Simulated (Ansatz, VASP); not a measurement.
**One calculation of Sb, two programs**

```xyz
2
Lattice="2.0989 1.2118 3.6616 -2.0989 1.2118 3.6616 0.0000 -2.4236 3.6616" Properties=species:S:1:pos:R:3 pbc="T T T"
Sb    0.0000    0.0000    2.5648
Sb    0.0000    0.0000    8.4200
```

Alike in both runs: task single point; functional PBEsol; k mesh 8 × 8 × 8; occupations fermi-dirac, width 0.15 eV; no spin polarisation.

|  | VASP | Ansatz |
| --- | --- | --- |
| version | VASP 6.6.1 | Ansatz 0.2.0 |
| potentials or method | VASP PAW PBE potentials, release 64 (Sb), cutoff 520 eV | plane waves, PAW |
| valence electrons in the cell | 10 | 30 |

|  | VASP | Ansatz | Ansatz less VASP |
| --- | --- | --- | --- |
| pressure (GPa) | 5.7 | 5.4 | -0.33 |
| traceless stress, the component that is largest in VASP (GPa) | -0.90 | -0.82 | +0.082 |

VASP's potentials were made for PBE, not for PBEsol. The functional is the same, so the differences come from potentials, cutoffs and numerics. VASP's potentials hold 10 valence electrons a cell and Ansatz's 30, so a difference there can come from the potentials and not from the codes.

Neither program's run includes spin-orbit coupling.
